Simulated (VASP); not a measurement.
Here is a VASP 6.6.1 calculation.

The input INCAR:

```
  PREC = Accurate
  ENCUT = 520
  EDIFF = 1E-6
  ISMEAR = 0
  SIGMA = 0.05
  LREAL = F
  LASPH = T
  NELM = 80
  ALGO = Normal
  ISIF = 2
  LWAVE = F
  LCHARG = F
  NBANDS = 11
```

The input KPOINTS:

```
regular mesh
0
Gamma
  10 10 10
```

POSCAR

```
AlN
1.0
    0.0000000000      2.0345180000      2.1362439000
    2.0345180000      0.0000000000      2.1362439000
    2.0345180000      2.0345180000      0.0000000000
Al N
1 1
Direct
    0.5000000000      0.5000000000      0.5000000000
    0.0000000000      0.0000000000      0.0000000000
```

Potentials or basis: VASP PAW LDA potentials, release 64 (Al, N).

Run with:

```bash
$ cat potpaw_LDA.64/Al/POTCAR potpaw_LDA.64/N/POTCAR > POTCAR
$ mpirun -np 1 vasp_std > vasp.out
```

(1) Estimate the band gap on the k mesh.

(2) Predict the pressure.

Answers

(1) 3.50 eV, indirect (least direct gap 4.58 eV).

(2) -19.8 GPa.

Caveat: the cell differs from its parent crystal (strain +0.000 along x and y, +0.050 along z).
